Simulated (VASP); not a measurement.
# HfSi3O8 (P-4m2) in VASP: single point with PBE

Aim: the single point of HfSi3O8 with PBE.

Everything below comes from runs of VASP 6.6.1. Logs are shortened: lines on timing, memory, paths and dates and some standing lists are left out, and cuts for length are marked.

## 1. The cell of the first run

Symmetry: P-4m2, No. 115, tetragonal system. The conventional cell has a = 5.501 Å, b = 5.501 Å, c = 7.986 Å, α = 90.00°, β = 90.00°, γ = 90.00°. Within 2.6 Å of Hf (site symmetry -4m2) lie 4 O at 1.93 Å. Si (site symmetry 2mm) has 4 O at 1.62 to 1.63 Å within 2.2 Å. Within 2.2 Å of Si (site symmetry -4m2) lie 4 O at 1.63 Å. Within 2.2 Å of O (site symmetry m) lie 1 Si at 1.62 Å and 1 Hf at 1.93 Å. Within 2.2 Å of O (site symmetry m) lie 2 Si at 1.63 Å.

## 2. Single point, PBE

Contents of INCAR:

```
SYSTEM = HfSi3O8
PREC = Accurate
ENCUT = 520
EDIFF = 1E-6
ISMEAR = 0
SIGMA = 0.02
LREAL = .False.
LASPH = .True.
NELM = 100
ALGO = Normal
ISIF = 2
LWAVE = .False.
LCHARG = .False.
GGA = PE
NBANDS = 47
```

Contents of KPOINTS:

```
Automatic mesh
0
Gamma
  4 4 4
  0 0 0
```

Contents of POSCAR:

```
HfSi3O8
1.0
    5.5014552990      0.0000000000      0.0000000000
    0.0000000000      5.5014552990      0.0000000000
    0.0000000000      0.0000000000      7.9863846253
Hf Si O
1 3 8
Direct
    0.0000000000      0.0000000000      0.5000000000
    0.5000000000      0.0000000000      0.7792895767
    0.0000000000      0.5000000000      0.2207104233
    0.5000000000      0.5000000000      0.0000000000
    0.7337648384      0.0000000000      0.6566196880
    0.2490618814      0.5000000000      0.1090850788
    0.2662351616      0.0000000000      0.6566196880
    0.7509381186      0.5000000000      0.1090850788
    0.0000000000      0.2662351616      0.3433803120
    0.5000000000      0.7509381186      0.8909149212
    0.0000000000      0.7337648384      0.3433803120
    0.5000000000      0.2490618814      0.8909149212
```

Potentials or basis: VASP PAW PBE potentials, release 64 (Hf_pv, Si, O).

On the command line:

```console
> cat potpaw_PBE.64/Hf_pv/POTCAR potpaw_PBE.64/Si/POTCAR potpaw_PBE.64/O/POTCAR > POTCAR
> mpirun -np 1 vasp_std > vasp.out
```

OUTCAR:

```text
SYSTEM = HfSi3O8
   PREC = Accurate
   ENCUT = 520
   EDIFF = 1E-6
   ISMEAR = 0
   LREAL = .False.
   LASPH = .True.
   NELM = 100
   ISIF = 2
   GGA = PE

 ion  position               nearest neighbor table
   1  0.000  0.000  0.500-   5 1.93   7 1.93   9 1.93  11 1.93
   2  0.500  0.000  0.779-   5 1.62   7 1.62  10 1.63  12 1.63
   3  0.000  0.500  0.221-   9 1.62  11 1.62   6 1.63   8 1.63
   4  0.500  0.500  0.000-   6 1.63   8 1.63  10 1.63  12 1.63
   5  0.734  0.000  0.657-   2 1.62   1 1.93
   6  0.249  0.500  0.109-   4 1.63   3 1.63
   7  0.266  0.000  0.657-   2 1.62   1 1.93
   8  0.751  0.500  0.109-   4 1.63   3 1.63
   9  0.000  0.266  0.343-   3 1.62   1 1.93
  10  0.500  0.751  0.891-   4 1.63   2 1.63
  11  0.000  0.734  0.343-   3 1.62   1 1.93
  12  0.500  0.249  0.891-   4 1.63   2 1.63

  LATTYP: Found a simple tetragonal cell.
 ALAT       =     5.5014552990
 C/A-ratio  =     1.4516858161

  Lattice vectors:

 A1 = (   5.5014552990,   0.0000000000,   0.0000000000)
 A2 = (   0.0000000000,   5.5014552990,   0.0000000000)
 A3 = (   0.0000000000,   0.0000000000,   7.9863846253)

Analysis of symmetry for initial positions (statically):
=====================================================================
 Subroutine PRICEL returns:
 Original cell was already a primitive cell.

 Routine SETGRP: Setting up the symmetry group for a
 simple tetragonal supercell.

 Subroutine GETGRP returns: Found  8 space group operations
 (whereof  8 operations were pure point group operations)
 out of a pool of 16 trial point group operations.

The static configuration has the point symmetry D_2d.

Analysis of symmetry for dynamics (positions and initial velocities):
=====================================================================
 Subroutine PRICEL returns:
 Original cell was already a primitive cell.

 Routine SETGRP: Setting up the symmetry group for a
 simple tetragonal supercell.

 Subroutine GETGRP returns: Found  8 space group operations
 (whereof  8 operations were pure point group operations)
 out of a pool of 16 trial point group operations.

The dynamic configuration has the point symmetry D_2d.

 Subroutine INISYM returns: Found  8 space group operations
 (whereof  8 operations are pure point group operations),
 and found     1 'primitive' translations

----------------------------------------------------------------------------------------

                                     Primitive cell

  volume of cell :     241.7160

  direct lattice vectors                    reciprocal lattice vectors
     5.501455299  0.000000000  0.000000000     0.181770085  0.000000000  0.000000000
     0.000000000  5.501455299  0.000000000     0.000000000  0.181770085  0.000000000
     0.000000000  0.000000000  7.986384625     0.000000000  0.000000000  0.125213103

  length of vectors
     5.501455299  5.501455299  7.986384625     0.181770085  0.181770085  0.125213103

  position of ions in fractional coordinates (direct lattice)
     0.000000000  0.000000000  0.500000000
     0.500000000  0.000000000  0.779289577
     0.000000000  0.500000000  0.220710423
     0.500000000  0.500000000  0.000000000
     0.733764838  0.000000000  0.656619688
     0.249061881  0.500000000  0.109085079
     0.266235162  0.000000000  0.656619688
     0.750938119  0.500000000  0.109085079
     0.000000000  0.266235162  0.343380312
     0.500000000  0.750938119  0.890914921
     0.000000000  0.733764838  0.343380312
     0.500000000  0.249061881  0.890914921

  ion indices of the primitive-cell ions
   primitive index   ion index
                 1           1
                 2           2
                 3           3
                 4           4
                 5           5
                 6           6
                 7           7
                 8           8
                 9           9
                10          10
                11          11
                12          12

----------------------------------------------------------------------------------------

 KPOINTS: Automatic mesh

Automatic generation of k-mesh.
 Grid dimensions read from file:
 generate k-points for:    4    4    4

 Generating k-lattice:

  Cartesian coordinates                     Fractional coordinates (reciprocal lattice)
     0.045442521  0.000000000  0.000000000     0.250000000  0.000000000  0.000000000
     0.000000000  0.045442521  0.000000000     0.000000000  0.250000000  0.000000000
     0.000000000  0.000000000  0.031303276     0.000000000  0.000000000  0.250000000

  Length of vectors
     0.045442521  0.045442521  0.031303276

  Shift w.r.t. Gamma in fractional coordinates (k-lattice)
     0.000000000  0.000000000  0.000000000

 Subroutine IBZKPT returns following result:
 ===========================================

 Found     18 irreducible k-points:

 Following reciprocal coordinates:
            Coordinates               Weight
  0.000000  0.000000  0.000000      1.000000
  0.250000  0.000000  0.000000      4.000000
  0.500000  0.000000  0.000000      2.000000
  0.250000  0.250000  0.000000      4.000000
  0.500000  0.250000  0.000000      4.000000
  0.500000  0.500000  0.000000      1.000000
[... 10 lines left out ...]
  0.500000  0.250000  0.500000      4.000000
  0.500000  0.500000  0.500000      1.000000
   k-points           NKPTS =     18   k-points in BZ     NKDIM =     18   number of bands    NBANDS=     47
   number of dos      NEDOS =    301   number of ions     NIONS =     12
   total plane-waves  NPLWV = 105840
   dimension x,y,z NGX =    42 NGY =   42 NGZ =   60
   dimension x,y,z NGXF=    84 NGYF=   84 NGZF=  120
   ions per type =               1   3   8
   NGX,Y,Z   is equivalent  to a cutoff of  12.69, 12.69, 12.49 a.u.
   NGXF,Y,Z  is equivalent  to a cutoff of  25.38, 25.38, 24.98 a.u.
 SYSTEM =  HfSi3O8
   PREC   = accura    normal or accurate (medium, high low for compatibility)
   ISTART =      0    job   : 0-new  1-cont  2-samecut
   ICHARG =      2    charge: 1-file 2-atom 10-const
   ISPIN  =      1    spin polarized calculation?
   LNONCOLLINEAR =      F non collinear calculations
   LSORBIT =      F    spin-orbit coupling
   LASPH  =      T    aspherical Exc in radial PAW
   ENCUT  =  520.0 eV  38.22 Ry    6.18 a.u.  10.23 10.23 14.85*2*pi/ulx,y,z
   NELM   =    100;   NELMIN=  2; NELMDL= -5     # of ELM steps
   EDIFF  = 0.1E-05   stopping-criterion for ELM
   LREAL  =      F    real-space projection
   EDIFFG = 0.1E-04   stopping-criterion for IOM
   NSW    =      0    number of steps for IOM
   IBRION =     -1    ionic relax: 0-MD 1-quasi-New 2-CG
   NFREE  =      0    steps in history (QN), initial steepest desc. (CG)
   ISIF   =      2    stress and relaxation
   ISYM   =      2    0-nonsym 1-usesym 2-fastsym
   POTIM  = 0.5000    time-step for ionic-motion
   TEBEG  =    0.0;   TEEND  =   0.0 temperature during run
   PSTRESS=    0.0 pullay stress
   NELECT =      70.0000    total number of electrons
   NUPDOWN=      -1.0000    fix difference up-down
   EMIN   =  10.00;   EMAX   =-10.00  energy-range for DOS
   EFERMI =   0.00;   METHOD = LEGACY
   ISMEAR =     0;   SIGMA  =   0.02  broadening in eV -4-tet -1-fermi 0-gaus
   EFERMI_NEDOS =   21; number of points for ismear=-14 and -15
   IALGO  =     38    algorithm
   IMIX   =      4    mixing-type and parameters
     AMIX     =   0.40;   BMIX     =  1.00
     AMIX_MAG =   1.60;   BMIX_MAG =  1.00
  volume/ion in A,a.u.               =      20.14       135.93
  Fermi-wavevector in a.u.,A,eV,Ry     =   1.083110  2.046780 15.961352  1.173126
  Thomas-Fermi vector in A             =   2.219168
   LORBIT       =      0    0 simple, 1 ext, 2 COOP (PROOUT), +10 PAW based schemes
   GGA     = PE    functional components
   LHFCALC =     F    Hartree Fock is set to
   AEXX    =    0.0000 exact exchange contribution
   IVDW    =     0    specifies the selected vdW correction
   LEPSILON=     F    determine dielectric tensor
   LRPA    =     F    only Hartree local field effects (RPA)
 non-spin polarized calculation
 Gauss-broadening in eV      SIGMA  =   0.02
  energy-cutoff  :      520.00
  volume of cell :      241.72
 maximum number of plane-waves:      6548
 NGX is ok and might be reduce to    42
   NGX = 21   NGY = 21   NGZ = 29

 number of electron      69.9999987 magnetization

 Free energy of the ion-electron system (eV)
  ---------------------------------------------------
  ext. energy  EPLUGINS =         0.00000000
  ---------------------------------------------------
  free energy    TOTEN  =      -100.71050649 eV

  energy without entropy =     -100.71050649  energy(sigma->0) =     -100.71050649

 E-fermi :  -1.4838     XC(G=0):  -7.0539

 val. band max:       -1.5958934092   @ k =   0.5000   0.0000   0.5000
 cond. band min:       3.0652305623   @ k =   0.0000   0.0000   0.0000
 fundamental gap:      4.6611239715
 Fermi energy:        -1.4838342565

 k-point     1 :       0.0000    0.0000    0.0000
  band No.  band energies     occupation
      1     -30.4542      2.00000
      2     -30.4542      2.00000
      3     -30.4286      2.00000
      4     -20.6233      2.00000
      5     -19.7596      2.00000
      6     -19.0796      2.00000
[... 39 lines left out ...]
     46       7.6643      0.00000
     47       7.9882      0.00000

 k-point     2 :       0.2500    0.0000    0.0000
  band No.  band energies     occupation
      1     -30.4552      2.00000
      2     -30.4542      2.00000
      3     -30.4281      2.00000
      4     -20.5448      2.00000
      5     -19.8027      2.00000
      6     -19.2545      2.00000
[... 39 lines left out ...]
     46       7.9613      0.00000
     47       8.0288      0.00000

 k-point     3 :       0.5000    0.0000    0.0000
  band No.  band energies     occupation
      1     -30.4563      2.00000
      2     -30.4542      2.00000
      3     -30.4278      2.00000
      4     -20.4403      2.00000
      5     -19.8884      2.00000
      6     -19.3387      2.00000
[... 39 lines left out ...]
     46       7.6206      0.00000
     47       7.9699      0.00000

 k-point     4 :       0.2500    0.2500    0.0000
  band No.  band energies     occupation
      1     -30.4552      2.00000
      2     -30.4552      2.00000
      3     -30.4277      2.00000
      4     -20.4568      2.00000
      5     -19.8131      2.00000
      6     -19.4462      2.00000
[... 639 lines left out ...]
     46       7.6485      0.00000
     47       7.8042      0.00000

 k-point    17 :       0.5000    0.2500    0.5000
  band No.  band energies     occupation
      1     -30.4562      2.00000
      2     -30.4552      2.00000
      3     -30.4274      2.00000
      4     -20.3312      2.00000
      5     -19.8737      2.00000
      6     -19.5741      2.00000
[... 39 lines left out ...]
     46       7.6063      0.00000
     47       8.1935      0.00000

 k-point    18 :       0.5000    0.5000    0.5000
  band No.  band energies     occupation
      1     -30.4562      2.00000
      2     -30.4562      2.00000
      3     -30.4270      2.00000
      4     -20.1266      2.00000
      5     -19.8598      2.00000
      6     -19.8598      2.00000
[... 39 lines left out ...]
     46       7.5911      0.00000
     47       7.6285      0.00000

------------------------ aborting loop because EDIFF is reached ----------------------------------------

  FORCE on cell =-STRESS in cart. coord.  units (eV):
  Direction    XX          YY          ZZ          XY          YZ          ZX
  --------------------------------------------------------------------------------------
  -------------------------------------------------------------------------------------
  Total       -0.3405713     -0.3405713     -0.4307919      0.0000000      0.0000000      0.0000000
  in kB       -2.2574247     -2.2574247     -2.8554380      0.0000000      0.0000000      0.0000000
  external PRESSURE =      -2.4567625 kB  Pullay stress =       0.0000000 kB

 VOLUME and BASIS-vectors are now :
 -----------------------------------------------------------------------------
  energy-cutoff  :      520.00
  volume of cell :      241.72
      direct lattice vectors                 reciprocal lattice vectors
     5.501455299  0.000000000  0.000000000     0.181770085  0.000000000  0.000000000
     0.000000000  5.501455299  0.000000000     0.000000000  0.181770085  0.000000000
     0.000000000  0.000000000  7.986384625     0.000000000  0.000000000  0.125213103

 POSITION                                       TOTAL-FORCE (eV/Angst)
 -----------------------------------------------------------------------------------
      0.00000      0.00000      3.99319         0.000000     -0.000000     -0.000000
      2.75073      0.00000      6.22371         0.000000     -0.000000      0.039227
      0.00000      2.75073      1.76268         0.000000     -0.000000     -0.039227
      2.75073      2.75073      0.00000         0.000000     -0.000000     -0.000000
      4.03677      0.00000      5.24402         0.147611     -0.000000     -0.124726
      1.37020      2.75073      0.87120        -0.003357     -0.000000      0.003812
      1.46468      0.00000      5.24402        -0.147611     -0.000000     -0.124726
      4.13125      2.75073      0.87120         0.003357     -0.000000      0.003812
      0.00000      1.46468      2.74237         0.000000     -0.147611      0.124726
      2.75073      4.13125      7.11519         0.000000      0.003357     -0.003812
      0.00000      4.03677      2.74237         0.000000      0.147611      0.124726
      2.75073      1.37020      7.11519         0.000000     -0.003357     -0.003812
 -----------------------------------------------------------------------------------
    total drift:                                0.000000      0.000000      0.000000

  FREE ENERGIE OF THE ION-ELECTRON SYSTEM (eV)
  ---------------------------------------------------
  free  energy   TOTEN  =      -100.7105064912 eV

  energy  without entropy=     -100.7105064912  energy(sigma->0) =     -100.71050649
```

Wall time 5.2 min (1 thread of Intel Xeon 8259CL, shared host); peak memory 0.42 GiB.

Results:

```yaml
Free_energy: -100.7105 eV
Pressure: -0.2 GPa
Largest_force: 0.193 eV/Å
Band_gap_on_the_k_mesh: 4.66 eV (least direct gap 4.71 eV)
```

Forces in eV/Å, atoms in the order of the input:
```
Hf   0.000  0.000  0.000
Si   0.000  0.000  0.039
Si   0.000  0.000 -0.039
Si   0.000  0.000  0.000
O    0.148  0.000 -0.125
O   -0.003  0.000  0.004
O   -0.148  0.000 -0.125
O    0.003  0.000  0.004
O    0.000 -0.148  0.125
O    0.000  0.003 -0.004
O    0.000  0.148  0.125
O    0.000 -0.003 -0.004
```

Caveat: spin-orbit coupling is left out, which moves the levels of the heavy elements. A k mesh can miss the band edges.
